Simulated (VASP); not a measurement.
# Li3H2 (I4/mmm) in VASP: a series of runs

The runs below take Li3H2 through single point, relaxation of cell and atoms, with PBE.

All numbers are computed with VASP 6.6.1; they aren't measurements. Logs are shortened: lines on timing, memory, paths and dates and some standing lists are left out, and cuts for length are marked.

## Step 1: The cell of the first run

It takes space group I4/mmm (No. 139, tetragonal). Conventional cell: a = 2.777 Å, b = 2.777 Å, c = 12.471 Å, α = 90.00°, β = 90.00°, γ = 90.00°. Li (site symmetry 4mm) has 9 Li at 2.33 to 2.78 Å and 5 H at 2.33 to 2.49 Å within 3.1 Å. Within 3.1 Å of Li (site symmetry 4/mmm) lie 12 Li at 2.33 to 2.78 Å and 2 H at 2.49 Å. H (site symmetry 4mm) has 8 H at 2.33 to 2.78 Å and 6 Li at 2.33 to 2.49 Å within 3.1 Å.

The cell was generated, and may not be a known phase.

## Step 2: Single point, PBE

The input, INCAR:

```
ALGO = Normal ; EDIFF = 1E-6
ENCUT = 520 ; GGA = PE
ISIF = 2 ; ISMEAR = 0
LASPH = True ; LCHARG = False
LREAL = False ; LWAVE = False
NBANDS = 14 ; NELM = 100
PREC = Accurate ; SIGMA = 0.1
```

The input, KPOINTS:

```
k-points
0
Gamma
  8 8 8
```

The input, POSCAR:

```
Li3H2
1.0
   -1.3883892300      1.3883892300      6.2354284800
    1.3883892300     -1.3883892300      6.2354284800
    1.3883892300      1.3883892300     -6.2354284800
Li H
3 2
Direct
    0.4000000100      0.4000000100      0.0000000000
    0.5999999900      0.5999999900      0.0000000000
    0.0000000000      0.0000000000      0.0000000000
    0.2000000000      0.2000000000      0.0000000000
    0.8000000000      0.8000000000      0.0000000000
```

Potentials or basis: VASP PAW PBE potentials, release 64 (Li_sv, H).

The run is started by

```sh
cat potpaw_PBE.64/Li_sv/POTCAR potpaw_PBE.64/H/POTCAR > POTCAR
mpirun -np 1 vasp_std > vasp.out
```

OUTCAR:

```text
EDIFF = 1E-6
   ENCUT = 520
   GGA = PE
   ISIF = 2
   ISMEAR = 0
   LASPH = True
   LREAL = False
   NELM = 100
   PREC = Accurate

 ion  position               nearest neighbor table
   1  0.400  0.400  0.000-   3 2.33   3 2.33   3 2.33   3 2.33   2 2.49
   2  0.600  0.600  0.000-   3 2.33   3 2.33   3 2.33   3 2.33   1 2.49
   3  0.000  0.000  0.000-   2 2.33   2 2.33   2 2.33   1 2.33   2 2.33   1 2.33   1 2.33   1 2.33

   4  0.200  0.200  0.000-
   5  0.800  0.800  0.000-

  LATTYP: Found a body centered tetragonal cell.
 ALAT       =     2.7767784600
 C/A-ratio  =     4.4911242073

  Lattice vectors:

 A1 = (  -1.3883892300,   1.3883892300,   6.2354284800)
 A2 = (   1.3883892300,  -1.3883892300,   6.2354284800)
 A3 = (   1.3883892300,   1.3883892300,  -6.2354284800)

Analysis of symmetry for initial positions (statically):
=====================================================================
 Subroutine PRICEL returns:
 Original cell was already a primitive cell.

 Routine SETGRP: Setting up the symmetry group for a
 body centered tetragonal supercell.

 Subroutine GETGRP returns: Found 16 space group operations
 (whereof 16 operations were pure point group operations)
 out of a pool of 16 trial point group operations.

The static configuration has the point symmetry D_4h.

Analysis of symmetry for dynamics (positions and initial velocities):
=====================================================================
 Subroutine PRICEL returns:
 Original cell was already a primitive cell.

 Routine SETGRP: Setting up the symmetry group for a
 body centered tetragonal supercell.

 Subroutine GETGRP returns: Found 16 space group operations
 (whereof 16 operations were pure point group operations)
 out of a pool of 16 trial point group operations.

The dynamic configuration has the point symmetry D_4h.

 Subroutine INISYM returns: Found 16 space group operations
 (whereof 16 operations are pure point group operations),
 and found     1 'primitive' translations

----------------------------------------------------------------------------------------

                                     Primitive cell

  volume of cell :      48.0783

  direct lattice vectors                    reciprocal lattice vectors
    -1.388389230  1.388389230  6.235428480     0.000000000  0.360129558  0.080186951
     1.388389230 -1.388389230  6.235428480     0.360129558  0.000000000  0.080186951
     1.388389230  1.388389230 -6.235428480     0.360129558  0.360129558  0.000000000

  length of vectors
     6.537263773  6.537263773  6.537263773     0.368948839  0.368948839  0.509300105

  position of ions in fractional coordinates (direct lattice)
     0.400000010  0.400000010  0.000000000
     0.599999990  0.599999990  0.000000000
     0.000000000  0.000000000  0.000000000
     0.200000000  0.200000000  0.000000000
     0.800000000  0.800000000  0.000000000

  ion indices of the primitive-cell ions
   primitive index   ion index
                 1           1
                 2           2
                 3           3
                 4           4
                 5           5

----------------------------------------------------------------------------------------

 KPOINTS: k-points

Automatic generation of k-mesh.
 Grid dimensions read from file:
 generate k-points for:    8    8    8

 Generating k-lattice:

  Cartesian coordinates                     Fractional coordinates (reciprocal lattice)
     0.000000000  0.045016195  0.010023369     0.125000000  0.000000000  0.000000000
     0.045016195  0.000000000  0.010023369     0.000000000  0.125000000  0.000000000
     0.045016195  0.045016195  0.000000000     0.000000000  0.000000000  0.125000000

  Length of vectors
     0.046118605  0.046118605  0.063662513

  Shift w.r.t. Gamma in fractional coordinates (k-lattice)
     0.000000000  0.000000000  0.000000000

 Subroutine IBZKPT returns following result:
 ===========================================

 Found     59 irreducible k-points:

 Following reciprocal coordinates:
            Coordinates               Weight
  0.000000  0.000000  0.000000      1.000000
  0.125000  0.000000  0.000000      8.000000
  0.250000  0.000000  0.000000      8.000000
  0.375000  0.000000  0.000000      8.000000
  0.500000  0.000000  0.000000      4.000000
  0.125000  0.125000  0.000000      8.000000
[... 16 lines left out ...]
  0.250000  0.125000  0.125000     16.000000
  0.375000  0.125000  0.125000      8.000000
 [... further k-points ...]
   k-points           NKPTS =     59   k-points in BZ     NKDIM =     59   number of bands    NBANDS=     14
   number of dos      NEDOS =    301   number of ions     NIONS =      5
   total plane-waves  NPLWV = 125000
   dimension x,y,z NGX =    50 NGY =   50 NGZ =   50
   dimension x,y,z NGXF=   100 NGYF=  100 NGZF=  100
   ions per type =               3   2
   NGX,Y,Z   is equivalent  to a cutoff of  12.72, 12.72, 12.72 a.u.
   NGXF,Y,Z  is equivalent  to a cutoff of  25.43, 25.43, 25.43 a.u.
 SYSTEM =  unknown system
   PREC   = accura    normal or accurate (medium, high low for compatibility)
   ISTART =      0    job   : 0-new  1-cont  2-samecut
   ICHARG =      2    charge: 1-file 2-atom 10-const
   ISPIN  =      1    spin polarized calculation?
   LNONCOLLINEAR =      F non collinear calculations
   LSORBIT =      F    spin-orbit coupling
   LASPH  =      T    aspherical Exc in radial PAW
   ENCUT  =  520.0 eV  38.22 Ry    6.18 a.u.  12.15 12.15 12.15*2*pi/ulx,y,z
   NELM   =    100;   NELMIN=  2; NELMDL= -5     # of ELM steps
   EDIFF  = 0.1E-05   stopping-criterion for ELM
   LREAL  =      F    real-space projection
   EDIFFG = 0.1E-04   stopping-criterion for IOM
   NSW    =      0    number of steps for IOM
   IBRION =     -1    ionic relax: 0-MD 1-quasi-New 2-CG
   NFREE  =      0    steps in history (QN), initial steepest desc. (CG)
   ISIF   =      2    stress and relaxation
   ISYM   =      2    0-nonsym 1-usesym 2-fastsym
   POTIM  = 0.5000    time-step for ionic-motion
   TEBEG  =    0.0;   TEEND  =   0.0 temperature during run
   PSTRESS=    0.0 pullay stress
   NELECT =      11.0000    total number of electrons
   NUPDOWN=      -1.0000    fix difference up-down
   EMIN   =  10.00;   EMAX   =-10.00  energy-range for DOS
   EFERMI =   0.00;   METHOD = LEGACY
   ISMEAR =     0;   SIGMA  =   0.10  broadening in eV -4-tet -1-fermi 0-gaus
   EFERMI_NEDOS =   21; number of points for ismear=-14 and -15
   IALGO  =     38    algorithm
   IMIX   =      4    mixing-type and parameters
     AMIX     =   0.40;   BMIX     =  1.00
     AMIX_MAG =   1.60;   BMIX_MAG =  1.00
  volume/ion in A,a.u.               =       9.62        64.89
  Fermi-wavevector in a.u.,A,eV,Ry     =   1.001281  1.892147 13.640717  1.002564
  Thomas-Fermi vector in A             =   2.133693
   LORBIT       =      0    0 simple, 1 ext, 2 COOP (PROOUT), +10 PAW based schemes
   GGA     = PE    functional components
   LHFCALC =     F    Hartree Fock is set to
   AEXX    =    0.0000 exact exchange contribution
   IVDW    =     0    specifies the selected vdW correction
   LEPSILON=     F    determine dielectric tensor
   LRPA    =     F    only Hartree local field effects (RPA)
 non-spin polarized calculation
 Gauss-broadening in eV      SIGMA  =   0.10
  energy-cutoff  :      520.00
  volume of cell :       48.08
 maximum number of plane-waves:      1315
 NGX is ok and might be reduce to    50
   NGX = 25   NGY = 25   NGZ = 25

 number of electron      11.0000009 magnetization

 Free energy of the ion-electron system (eV)
  ---------------------------------------------------
  ext. energy  EPLUGINS =         0.00000000
  ---------------------------------------------------
  free energy    TOTEN  =       -10.07994832 eV

  energy without entropy =      -10.07275170  energy(sigma->0) =      -10.07635001

 E-fermi :   0.7952     XC(G=0):  -8.3428

 val. band max:        0.7843512349   @ k =  -0.3750   0.2500   0.0000
 cond. band min:       0.8327381755   @ k =  -0.3750   0.3750   0.1250
 fundamental gap:      0.0483869406
 Fermi energy:         0.7952099411

 k-point     1 :       0.0000    0.0000    0.0000
  band No.  band energies     occupation
      1     -45.1085      2.00000
      2     -44.7181      2.00000
      3     -44.6913      2.00000
      4      -4.7688      2.00000
      5      -1.3931      2.00000
      6      -1.1929      2.00000
      7       6.0869      0.00000
      8       9.7968      0.00000
      9      10.1348      0.00000
     10      10.1348      0.00000
     11      11.5063      0.00000
     12      13.3125      0.00000
     13      13.7451      0.00000
     14      13.7451      0.00000

 k-point     2 :       0.1250    0.0000    0.0000
  band No.  band energies     occupation
      1     -45.0983      2.00000
      2     -44.7155      2.00000
      3     -44.6958      2.00000
      4      -4.5334      2.00000
      5      -1.4424      2.00000
      6      -0.8275      2.00000
      7       6.0187      0.00000
      8       7.6819      0.00000
      9       9.9015      0.00000
     10      10.4248      0.00000
     11      10.7896      0.00000
     12      12.8954      0.00000
     13      14.0511      0.00000
     14      15.1504      0.00000

 k-point     3 :       0.2500    0.0000    0.0000
  band No.  band energies     occupation
      1     -45.0727      2.00000
      2     -44.7088      2.00000
      3     -44.7076      2.00000
      4      -3.8430      2.00000
      5      -1.2762      2.00000
      6      -0.1715      2.00000
      7       4.8709      0.00000
      8       5.9123      0.00000
      9       7.8928      0.00000
     10      10.7716      0.00000
     11      11.2932      0.00000
     12      12.6341      0.00000
     13      13.2163      0.00000
     14      14.9484      0.00000

 k-point     4 :       0.3750    0.0000    0.0000
  band No.  band energies     occupation
      1     -45.0450      2.00000
      2     -44.7216      2.00000
      3     -44.7022      2.00000
      4      -2.7658      2.00000
      5      -1.0245      2.00000
      6       0.2175      2.00000
      7       3.2821      0.00000
      8       4.7968      0.00000
      9       7.1558      0.00000
     10       8.9779      0.00000
     11      12.1544      0.00000
     12      12.7318      0.00000
     13      14.2069      0.00000
     14      16.3163      0.00000

 k-point     5 :       0.5000    0.0000    0.0000
  band No.  band energies     occupation
      1     -45.0326      2.00000
      2     -44.7281      2.00000
      3     -44.6993      2.00000
      4      -1.6247      2.00000
      5      -1.4473      2.00000
      6       0.1248      2.00000
      7       2.8394      0.00000
      8       4.4657      0.00000
      9       6.7327      0.00000
     10       8.2489      0.00000
     11      11.7936      0.00000
[... 276 lines left out ...]
 k-point    22 :       0.1250    0.1250    0.1250
  band No.  band energies     occupation
      1     -45.0484      2.00000
      2     -44.7124      2.00000
      3     -44.6997      2.00000
      4      -2.9324      2.00000
      5      -0.6208      2.00000
      6       0.4840      1.99999
      7       4.2969      0.00000
      8       5.7329      0.00000
      9       7.8555      0.00000
     10       7.9436      0.00000
     11       9.9864      0.00000
     12      11.1774      0.00000
     13      13.3591      0.00000
     14      15.5058      0.00000

 k-point    23 :       0.2500    0.1250    0.1250
  band No.  band energies     occupation
      1     -45.0304      2.00000
      2     -44.7167      2.00000
      3     -44.6933      2.00000
      4      -1.8501      2.00000
      5      -0.2473      2.00000
      6       1.0377      0.00060
      7       3.1365      0.00000
      8       5.3496      0.00000
      9       6.8533      0.00000
     10       8.1778      0.00000
     11       9.6863      0.00000
     12      11.0092      0.00000
     13      12.2702      0.00000
     14      13.3547      0.00000

 k-point    24 :       0.3750    0.1250    0.1250
  band No.  band energies     occupation
      1     -45.0227      2.00000
      2     -44.7187      2.00000
      3     -44.6906      2.00000
      4      -0.7269      2.00000
      5      -0.4995      2.00000
      6       0.8396      0.52984
      7       2.8716      0.00000
      8       5.4303      0.00000
      9       6.3162      0.00000
     10       7.6411      0.00000
     11      10.6127      0.00000
     12      10.7006      0.00000
     13      12.4040      0.00000
     14      12.4351      0.00000

 [... further k-points ...]

------------------------ aborting loop because EDIFF is reached ----------------------------------------

  FORCE on cell =-STRESS in cart. coord.  units (eV):
  Direction    XX          YY          ZZ          XY          YZ          ZX
  --------------------------------------------------------------------------------------
  -------------------------------------------------------------------------------------
  Total        3.2715722      3.2715722     -0.2966962      0.0000000      0.0000000      0.0000000
  in kB      109.0230507    109.0230507     -9.8872114      0.0000000      0.0000000      0.0000000
  external PRESSURE =      69.3862967 kB  Pullay stress =       0.0000000 kB

 VOLUME and BASIS-vectors are now :
 -----------------------------------------------------------------------------
  energy-cutoff  :      520.00
  volume of cell :       48.08
      direct lattice vectors                 reciprocal lattice vectors
    -1.388389230  1.388389230  6.235428480     0.000000000  0.360129558  0.080186951
     1.388389230 -1.388389230  6.235428480     0.360129558  0.000000000  0.080186951
     1.388389230  1.388389230 -6.235428480     0.360129558  0.360129558  0.000000000

 POSITION                                       TOTAL-FORCE (eV/Angst)
 -----------------------------------------------------------------------------------
      0.00000      0.00000      4.98834        -0.000000     -0.000000     -3.255420
      0.00000      0.00000      7.48251         0.000000      0.000000      3.255420
      0.00000      0.00000      0.00000         0.000000      0.000000      0.000000
      0.00000      0.00000      2.49417         0.000000      0.000000     -1.372425
      0.00000      0.00000      9.97669        -0.000000     -0.000000      1.372425
 -----------------------------------------------------------------------------------
    total drift:                               -0.000000     -0.000000      0.000000

  FREE ENERGIE OF THE ION-ELECTRON SYSTEM (eV)
  ---------------------------------------------------
  free  energy   TOTEN  =       -10.0799483195 eV

  energy  without entropy=      -10.0727516956  energy(sigma->0) =      -10.07635001
```

Wall time 2 min (1 thread of Intel Xeon Platinum 8488C (Sapphire Rapids), shared host); peak memory 0.32 GiB.

What came out:

| Item | Value |
| --- | --- |
| Free energy | -10.0799 eV |
| Largest force | 3.255 eV/Å |
| Band gap on the k mesh | zero (an odd number of electrons rules out a gap without spin polarisation) |

Forces in eV/Å, atoms in the order of the input:
```
Li   0.000  0.000 -3.255
Li   0.000  0.000  3.255
Li   0.000  0.000  0.000
H    0.000  0.000 -1.372
H    0.000  0.000  1.372
```

Levels at points of the mesh, in eV from the Fermi level:
```csv
k point,band 4,band 5,band 6,band 7,band 8,band 9
"(0.00, 0.00, 0.00)",-5.56,-2.19,-1.99,5.29,9.00,9.34
"(0.50, 0.00, 0.00)",-2.42,-2.24,-0.67,2.04,3.67,5.94
"(0.50, 0.50, 0.00)",0.29,0.36,1.02,1.14,4.66,5.45
"(0.50, 0.50, 0.50)",-5.47,-3.41,0.33,2.69,9.24,9.24
```

Caveat: the cutoff is under 1.25 times the usual one of these potentials, so pressure, stress and relaxed cells hold a basis-set (Pulay) error; forces of over 1 eV/Å act on the atoms, so gaps and moduli don't describe the material at rest.

[end of part 1 of 3]

The gap in the log of VASP goes by the Fermi energy; the results here count the filled bands.